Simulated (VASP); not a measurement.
Set up this calculation in VASP 6.6.1, as the native input.

* Task: single point
* Functional: PBE
* Potentials or basis: VASP PAW PBE potentials, release 64 (As)
* Cutoff: 520 eV
* k mesh: 10 × 10 × 10
* Occupations: gaussian, width 0.3 eV
* Spin: no spin polarisation
* Dipole correction: no
* Further INCAR settings: ALGO = Normal; EDIFF = 1e-07; NBANDS = 12

The structure of As lies in POSCAR:

```
As
1.0
    1.9036109523      1.0990502958      3.6081612956
   -1.9036109523      1.0990502958      3.6081612956
    0.0000000000     -2.1981005915      3.6081612956
As
2
Direct
    0.7737100447      0.7737100447      0.7737100447
    0.2262899553      0.2262899553      0.2262899553
```

These files were run (other wordings do the same):

INCAR

```
ALGO = Normal
EDIFF = 1E-7
ENCUT = 520
GGA = PE
ISIF = 2
ISMEAR = 0
LASPH = True
LCHARG = True
LELF = True
LREAL = False
LVHAR = True
LWAVE = False
NBANDS = 12
NELM = 100
PREC = Accurate
SIGMA = 0.3
```

KPOINTS

```
k-points
0
Gamma
  10 10 10
```

Potentials or basis: VASP PAW PBE potentials, release 64 (As).

Command:

```console
$ cat potpaw_PBE.64/As/POTCAR > POTCAR
$ mpirun -np 1 vasp_std > vasp.out
```

It gave:

- Pressure: 0.2 GPa
- Largest force: 0.049 eV/Å
- Band gap on the k mesh: zero (band 5 reaches 5.04 eV, above the bottom of band 6 at 4.64 eV)

Run time: 22 s on 1 thread of Intel(R) Xeon(R) Platinum 8488C (Sapphire Rapids) (shared host), peak memory 0.2 GiB.
